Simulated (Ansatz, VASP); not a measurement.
Si4Ge3: VASP beside Ansatz

The input INCAR:

```
SYSTEM = Si4Ge3
PREC = Accurate
ENCUT = 600
EDIFF = 1E-6
ISMEAR = 0
SIGMA = 0.1
LREAL = .False.
LASPH = .True.
NELM = 60
ALGO = Normal
ISIF = 3
LWAVE = .False.
LCHARG = .False.
GGA = PE
IBRION = 2
NSW = 80
EDIFFG = -0.025
```

Contents of KPOINTS:

```
Automatic mesh
0
Gamma
  3 3 3
  0 0 0
```

Contents of POSCAR:

```
Si4Ge3
1.0
    5.2422360247      2.9365514255      3.1485594423
   -5.2554375952      2.9698327445      3.1388145069
    0.0222216825     -6.1595522933      3.3805551341
Si Ge
8 6
Direct
    0.8437701199      0.9769402060      0.5553521278
    0.2809713674      0.7038821912      0.4220973363
    0.5369962690      0.8444122111      0.9826261194
    0.4010807476      0.2571768048      0.6902068500
    0.9913556031      0.5384123013      0.8468393353
    0.6931168936      0.4298355167      0.2750996056
    0.8890984650      0.8965511160      0.8803797379
    0.0985488790      0.1218615806      0.1251571457
    0.1309880561      0.0038053669      0.4293017879
    0.7353281551      0.2978207849      0.5737456643
    0.4595905187      0.1441304489      0.0536111604
    0.5876481170      0.7501505311      0.3046790333
    0.0389155423      0.4576285745      0.1444304696
    0.3125912661      0.5773923658      0.7164736264
```

Input for Ansatz:

```yaml
crystal:
  lattice:
    - [5.2422360247, 2.9365514255, 3.1485594423]
    - [-5.2554375952, 2.9698327445, 3.1388145069]
    - [0.0222216825, -6.1595522933, 3.3805551341]
  atoms:
    - { symbol: Si, position: [0.8437701199, 0.976940206, 0.5553521278] }
    - { symbol: Si, position: [0.2809713674, 0.7038821912, 0.4220973363] }
    - { symbol: Si, position: [0.536996269, 0.8444122111, 0.9826261194] }
    - { symbol: Si, position: [0.4010807476, 0.2571768048, 0.69020685] }
    - { symbol: Si, position: [0.9913556031, 0.5384123013, 0.8468393353] }
    - { symbol: Si, position: [0.6931168936, 0.4298355167, 0.2750996056] }
    - { symbol: Si, position: [0.889098465, 0.896551116, 0.8803797379] }
    - { symbol: Si, position: [0.098548879, 0.1218615806, 0.1251571457] }
    - { symbol: Ge, position: [0.1309880561, 0.0038053669, 0.4293017879] }
    - { symbol: Ge, position: [0.7353281551, 0.2978207849, 0.5737456643] }
    - { symbol: Ge, position: [0.4595905187, 0.1441304489, 0.0536111604] }
    - { symbol: Ge, position: [0.587648117, 0.7501505311, 0.3046790333] }
    - { symbol: Ge, position: [0.0389155423, 0.4576285745, 0.1444304696] }
    - { symbol: Ge, position: [0.3125912661, 0.5773923658, 0.7164736264] }
basis:
  ecutwfc: 420
kpoints:
  mp_grid: { grid: [3, 3, 3] }
hamiltonian:
  xc: pbe
scf:
  occupations: { method: gaussian, width: 0.1 }
  lower_state_search: "off"
output:
  forces: true
  stress: true
  eigenvalues: true
relax:
  adjacent_minimum: "off"
  f_tol: 0.025
  max_steps: 60
  cell: { stress_tol: 0.25 }
```

Change from the starting cell: cell x1, atoms moved at random (sigma 0.15 Å) and cell strained at random (1.5 %), then relaxed without symmetry.

Alike in both runs: task relaxation of cell and atoms; functional PBE; k mesh 3 × 3 × 3; occupations gaussian, width 0.1 eV; no spin polarisation.

|  | VASP | Ansatz |
| --- | --- | --- |
| version | VASP 6.6.1 | Ansatz 0.2.0 |
| potentials or method | VASP PAW PBE potentials, release 64 (Si, Ge_d), cutoff 600 eV | scalar-relativistic, plane waves, PAW |
| valence electrons in the cell | 116 | 116 |

VASP gave:

```
gap on the k mesh at the Fermi level, each at its own relaxed structure (eV) : 0.72
relaxed volume (Å³/atom)                                                     : 21.68
relaxed length of the cell vector where the two differ most in proportion (Å)              : 6.829
```

What did Ansatz give for the same quantities?

gap on the k mesh at the Fermi level, each at its own relaxed structure (eV): 0.72; relaxed volume (Å³/atom): 21.70; relaxed length of the cell vector where the two differ most in proportion (Å): 6.834.
